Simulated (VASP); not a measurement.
TaSi2, 3 atoms in the cell. It takes space group F-43m (No. 216, cubic). The conventional cell has a = 5.915 Å, b = 5.915 Å, c = 5.915 Å, α = 90.00°, β = 90.00°, γ = 90.00°. Ta (site symmetry -43m) has 10 Si at 2.56 to 2.96 Å within 3.4 Å. Si (site symmetry -43m) has 4 Si at 2.56 Å and 6 Ta at 2.96 Å within 3.4 Å. Within 3.4 Å of Si (site symmetry -43m) lie 4 Ta at 2.56 Å and 4 Si at 2.56 Å. 

| Item | Value |
| --- | --- |
| Program | VASP 6.6.1 |
| Task | density of states |
| Functional | PBE |
| Potentials or basis | VASP PAW PBE potentials, release 64 (Ta_pv, Si) |
| Cutoff | 520 eV |
| k mesh | 14 × 14 × 14 |
| Occupations | gaussian, width 0.1 eV |
| Spin | no spin polarisation |
| Dipole correction | no |
| k mesh for the DOS | 21 × 21 × 21 |
| Occupations for the DOS | tetrahedron |
| Further INCAR settings | ALGO = Normal; EDIFF = 1e-06 |

Potentials or basis: VASP PAW PBE potentials, release 64 (Ta_pv, Si).

The run is started by

```sh
$ cat potpaw_PBE.64/Ta_pv/POTCAR potpaw_PBE.64/Si/POTCAR > POTCAR
$ cp INCAR.step1 INCAR
$ cp KPOINTS.step1 KPOINTS
$ mpirun -np 1 vasp_std > vasp.out
$ cp INCAR.step2 INCAR
$ cp KPOINTS.step2 KPOINTS
$ mpirun -np 1 vasp_std > vasp.out
```

Hardware: 1 thread of Intel Xeon 6975P-C (shared host).

**Question.** How long does it take, and how much memory?

**Answer.** Run time: 2.2 min on 1 thread of Intel Xeon 6975P-C (shared host), peak memory 0.33 GiB. Counts: k points 286.
